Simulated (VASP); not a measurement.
# MoS2 in VASP: single point with LDA

Aim: the single point of MoS2 with LDA.

All numbers are computed with VASP 6.6.1; they aren't measurements. Logs are shortened: lines on timing, memory, paths and dates and some standing lists are left out, and cuts for length are marked.

### 1 The cell of the first run

The cell holds a sheet with vacuum, 3 atoms: a = 3.128 Å, b = 3.128 Å, c = 30.060 Å, α = 90.00°, β = 90.00°, γ = 120.00°.

### 2 Single point, LDA, non-collinear spin, zero start, spin-orbit coupling

File INCAR:

```
SYSTEM = MoS2
PREC     = Accurate       ! precision mode
ENCUT    = 520            ! plane-wave cutoff, eV
EDIFF    = 1E-7           ! SCF threshold, eV
ISMEAR   = 0              ! smearing method
SIGMA    = 0.01           ! smearing width, eV
LREAL    = .FALSE.        ! projectors in reciprocal space
LASPH    = .TRUE.         ! aspherical terms in the spheres
NELM     = 150            ! most SCF steps
ALGO     = Normal         ! electronic algorithm
ISIF     = 2              ! what is computed and relaxed
LWAVE    = .FALSE.        ! write WAVECAR
LCHARG   = .FALSE.        ! write CHGCAR
MAGMOM   = 0 0 0 0 0 0 0 0 0 ! initial moments
LORBIT   = 11             ! projections on sites
LSORBIT  = .TRUE.         ! spin-orbit coupling
GGA_COMPAT= .FALSE.      
LORBMOM  = .TRUE.       
LMAXMIX  = 4              ! l up to which the mixer works
LDIPOL   = .TRUE.       
IDIPOL   = 3            
DIPOL    = 0.5 0.5 0.351
GGA      = CA             ! functional
NBANDS   = 39             ! bands
```

File KPOINTS:

```
regular mesh
0
G
  12 12 1
  0 0 0
```

File POSCAR:

```
MoS2
1.0
    3.1284000000      0.0000000000      0.0000000000
   -1.5642000000      2.7092738732      0.0000000000
    0.0000000000      0.0000000000     30.0600000012
S Mo
2 1
Direct
    0.6666666667      0.3333333333      0.2994804372
    0.6666666667      0.3333333333      0.4034470412
    0.3333333333      0.6666666667      0.3514637392
```

Potentials or basis: VASP PAW LDA potentials, release 64 (S, Mo_sv).

Launch:

```
$ cat potpaw_LDA.64/S/POTCAR potpaw_LDA.64/Mo_sv/POTCAR > POTCAR
$ mpirun -np 1 vasp_ncl > vasp.out
```

OUTCAR:

```text
SYSTEM = MoS2
   PREC = Accurate
   ENCUT = 520
   EDIFF = 1E-7
   ISMEAR = 0
   LREAL = .FALSE.
   LASPH = .TRUE.
   NELM = 150
   ISIF = 2
   LORBIT = 11
   LSORBIT = .TRUE.
   GGA = CA

 ion  position               nearest neighbor table
   1  0.667  0.333  0.299-   3 2.39   3 2.39   3 2.39
   2  0.667  0.333  0.403-   3 2.39   3 2.39   3 2.39
   3  0.333  0.667  0.351-   1 2.39   2 2.39   1 2.39   2 2.39   1 2.39   2 2.39

  LATTYP: Found a hexagonal cell.
 ALAT       =     3.1284000000
 C/A-ratio  =     9.6087456851

  Lattice vectors:

 A1 = (   3.1284000000,   0.0000000000,   0.0000000000)
 A2 = (  -1.5642000000,   2.7092738732,   0.0000000000)
 A3 = (   0.0000000000,   0.0000000000,  30.0600000012)

Analysis of symmetry for initial positions (statically):
=====================================================================
 Subroutine PRICEL returns:
 Original cell was already a primitive cell.

 Routine SETGRP: Setting up the symmetry group for a
 hexagonal supercell.

 Subroutine GETGRP returns: Found 12 space group operations
 (whereof  6 operations were pure point group operations)
 out of a pool of 24 trial point group operations.

The static configuration has the point symmetry C_3v.
 The point group associated with its full space group is D_3h.

Analysis of symmetry for dynamics (positions and initial velocities):
=====================================================================
 Subroutine PRICEL returns:
 Original cell was already a primitive cell.

 Routine SETGRP: Setting up the symmetry group for a
 hexagonal supercell.

 Subroutine GETGRP returns: Found 12 space group operations
 (whereof  6 operations were pure point group operations)
 out of a pool of 24 trial point group operations.

The dynamic configuration has the point symmetry C_3v.
 The point group associated with its full space group is D_3h.

Analysis of structural, dynamic, and magnetic symmetry:
=====================================================================
 Subroutine PRICEL returns:
 Original cell was already a primitive cell.

 Routine SETGRP: Setting up the symmetry group for a
 hexagonal supercell.

 Subroutine GETGRP returns: Found 12 space group operations
 (whereof  6 operations were pure point group operations)
 out of a pool of 24 trial point group operations.

The overall configuration has the point symmetry C_3v.
 The point group associated with its full space group is D_3h.

 Subroutine INISYM returns: Found 12 space group operations
 (whereof  6 operations are pure point group operations),
 and found     1 'primitive' translations

----------------------------------------------------------------------------------------

                                     Primitive cell

  volume of cell :     254.7793

  direct lattice vectors                    reciprocal lattice vectors
     3.128400000  0.000000000  0.000000000     0.319652218  0.184551294  0.000000000
    -1.564200000  2.709273873  0.000000000     0.000000000  0.369102589  0.000000000
     0.000000000  0.000000000 30.060000001     0.000000000  0.000000000  0.033266800

  length of vectors
     3.128400000  3.128400000 30.060000001     0.369102589  0.369102589  0.033266800

  position of ions in fractional coordinates (direct lattice)
     0.666666667  0.333333333  0.299480437
     0.666666667  0.333333333  0.403447041
     0.333333333  0.666666667  0.351463739

  ion indices of the primitive-cell ions
   primitive index   ion index
                 1           1
                 2           2
                 3           3

----------------------------------------------------------------------------------------

 KPOINTS: regular mesh

Automatic generation of k-mesh.
 Grid dimensions read from file:
 generate k-points for:   12   12    1

 Generating k-lattice:

[... 106 lines left out ...]
 dipolmoment           0.000000      0.000000      0.000001 electrons x Angstroem

 Free energy of the ion-electron system (eV)
  ---------------------------------------------------
  ext. energy  EPLUGINS =         0.00000000
  ---------------------------------------------------
  free energy    TOTEN  =       -24.46563096 eV

  energy without entropy =      -24.46563096  energy(sigma->0) =      -24.46563096

 E-fermi :  -3.1518     XC(G=0):  -2.6489

 val. band max:       -3.3773481868   @ k =   0.3333   0.3333   0.0000
 cond. band min:      -1.5973035366   @ k =   0.3333   0.3333   0.0000
 fundamental gap:      1.7800446503
 Fermi energy:        -3.1518104428

 k-point     1 :       0.0000    0.0000    0.0000
  band No.  band energies     occupation
      1     -63.8775      1.00000
      2     -63.8775      1.00000
      3     -39.7320      1.00000
      4     -39.7320      1.00000
      5     -37.3668      1.00000
      6     -37.3668      1.00000
[... 973 lines left out ...]
     37       4.5729      0.00000
     38       4.5735      0.00000

 [... further k-points ...]

 [bands above 38 left out]

------------------------ aborting loop because EDIFF is reached ----------------------------------------

 vacuum level on the upper side and lower side of the slab       (xc-potential included)        -0.007        -0.007

  FORCE on cell =-STRESS in cart. coord.  units (eV):
  Direction    XX          YY          ZZ          XY          YZ          ZX
  --------------------------------------------------------------------------------------
  -------------------------------------------------------------------------------------
  Total       -0.4773371     -0.4773371     -0.7498615      0.0000000      0.0000000      0.0000000
  in kB       -3.0017300     -3.0017300     -4.7154968      0.0000000      0.0000000      0.0000000
  external PRESSURE =      -3.5729856 kB  Pullay stress =       0.0000000 kB

 VOLUME and BASIS-vectors are now :
 -----------------------------------------------------------------------------
  energy-cutoff  :      520.00
  volume of cell :      254.78
      direct lattice vectors                 reciprocal lattice vectors
     3.128400000  0.000000000  0.000000000     0.319652218  0.184551294  0.000000000
    -1.564200000  2.709273873  0.000000000     0.000000000  0.369102589  0.000000000
     0.000000000  0.000000000 30.060000001     0.000000000  0.000000000  0.033266800

 POSITION                                       TOTAL-FORCE (eV/Angst)
 -----------------------------------------------------------------------------------
      1.56420      0.90309      9.00238         0.000000     -0.000000      0.231802
      1.56420      0.90309     12.12762         0.000000     -0.000000     -0.231802
     -0.00000      1.80618     10.56500        -0.000000      0.000000     -0.000000
 -----------------------------------------------------------------------------------
    total drift:                                0.000000     -0.000000      0.000035

  FREE ENERGIE OF THE ION-ELECTRON SYSTEM (eV)
  ---------------------------------------------------
  free  energy   TOTEN  =       -24.4656309564 eV

  energy  without entropy=      -24.4656309564  energy(sigma->0) =      -24.46563096

 vacuum level on the upper side and lower side of the slab         2.685         2.686

 orbital moment (x)

 # of ion     p       d       tot
 ----------------------------------------
  1        -0.000   0.000  -0.000
  2        -0.000   0.000  -0.000
  3         0.000   0.000   0.000
 ----------------------------------------
           -0.000   0.000  -0.000

 orbital moment (y)

 # of ion     p       d       tot
 ----------------------------------------
  1         0.000   0.000   0.000
  2        -0.000   0.000  -0.000
  3         0.000   0.000   0.000
 ----------------------------------------
            0.000   0.000   0.000

 orbital moment (z)

 # of ion     p       d       tot
 ----------------------------------------
  1         0.000   0.000   0.000
  2         0.000   0.000   0.000
  3         0.000   0.000   0.000
 ----------------------------------------
            0.000   0.000   0.000

 Spin-Orbit-Coupling matrix elements

 Ion:    1  E_soc:     -0.0023591
 l=   1
     0.0000000    -0.0003783    -0.0004229
    -0.0003783     0.0000000    -0.0003783
    -0.0004229    -0.0003783     0.0000000
 l=   2
     0.0000000     0.0000000     0.0000000     0.0000000     0.0000000
     0.0000000     0.0000000     0.0000000     0.0000000     0.0000000
     0.0000000     0.0000000     0.0000000     0.0000000     0.0000000
     0.0000000     0.0000000     0.0000000     0.0000000     0.0000000
     0.0000000     0.0000000     0.0000000     0.0000000     0.0000000
 l=   3
     0.0000000     0.0000000     0.0000000     0.0000000     0.0000000     0.0000000     0.0000000
     0.0000000     0.0000000     0.0000000     0.0000000     0.0000000     0.0000000     0.0000000
     0.0000000     0.0000000     0.0000000     0.0000000     0.0000000     0.0000000     0.0000000
     0.0000000     0.0000000     0.0000000     0.0000000     0.0000000     0.0000000     0.0000000
[... 29 lines left out ...]
 l=   2
     0.0000000    -0.0004912     0.0000000    -0.0004912    -0.0022034
    -0.0004912     0.0000000    -0.0015716    -0.0004185    -0.0004912
     0.0000000    -0.0015716     0.0000000    -0.0015716     0.0000000
    -0.0004912    -0.0004185    -0.0015716     0.0000000    -0.0004912
    -0.0022034    -0.0004912     0.0000000    -0.0004912     0.0000000
 l=   3
     0.0000000     0.0000000     0.0000000     0.0000000     0.0000000     0.0000000     0.0000000
     0.0000000     0.0000000     0.0000000     0.0000000     0.0000000     0.0000000     0.0000000
     0.0000000     0.0000000     0.0000000     0.0000000     0.0000000     0.0000000     0.0000000
     0.0000000     0.0000000     0.0000000     0.0000000     0.0000000     0.0000000     0.0000000
     0.0000000     0.0000000     0.0000000     0.0000000     0.0000000     0.0000000     0.0000000
     0.0000000     0.0000000     0.0000000     0.0000000     0.0000000     0.0000000     0.0000000
     0.0000000     0.0000000     0.0000000     0.0000000     0.0000000     0.0000000     0.0000000

 total charge

# of ion       s       p       d       tot
------------------------------------------
    1        1.362   2.340   0.000   3.702
    2        1.362   2.340   0.000   3.702
    3        2.302   6.236   4.014  12.552
--------------------------------------------------
tot          5.026  10.917   4.014  19.956

 magnetization (x)

# of ion       s       p       d       tot
------------------------------------------
    1       -0.000  -0.000   0.000  -0.000
    2        0.000  -0.000   0.000  -0.000
    3       -0.000   0.000  -0.000  -0.000
--------------------------------------------------
tot         -0.000  -0.000  -0.000  -0.000

 magnetization (y)

# of ion       s       p       d       tot
------------------------------------------
    1        0.000   0.000   0.000   0.000
    2        0.000   0.000   0.000   0.000
    3       -0.000  -0.000   0.000   0.000
--------------------------------------------------
tot         -0.000  -0.000   0.000   0.000

 magnetization (z)

# of ion       s       p       d       tot
------------------------------------------
    1        0.000  -0.000   0.000  -0.000
    2        0.000  -0.000   0.000  -0.000
    3        0.000   0.000   0.000   0.000
--------------------------------------------------
tot          0.000  -0.000   0.000  -0.000
```

Wall time 15 min (1 thread of Intel Xeon Platinum 8488C (Sapphire Rapids), shared host); peak memory 0.9 GiB.

Results:

| Property | Result |
| --- | --- |
| Free energy | -24.4656 eV |
| Largest force | 0.232 eV/Å |
| Net moment | 0.00 μB per cell |
| Valence electrons inside the program's atomic spheres | S 3.70; Mo 12.55 |

Forces on the atoms (eV/Å):
```
S    0.000  0.000  0.232
S    0.000  0.000 -0.232
Mo   0.000  0.000  0.000
```

Moments on the atoms (μB; x, y, z):
```
S   0.00 0.00 0.00
S   0.00 0.00 0.00
Mo  0.00 0.00 0.00
```
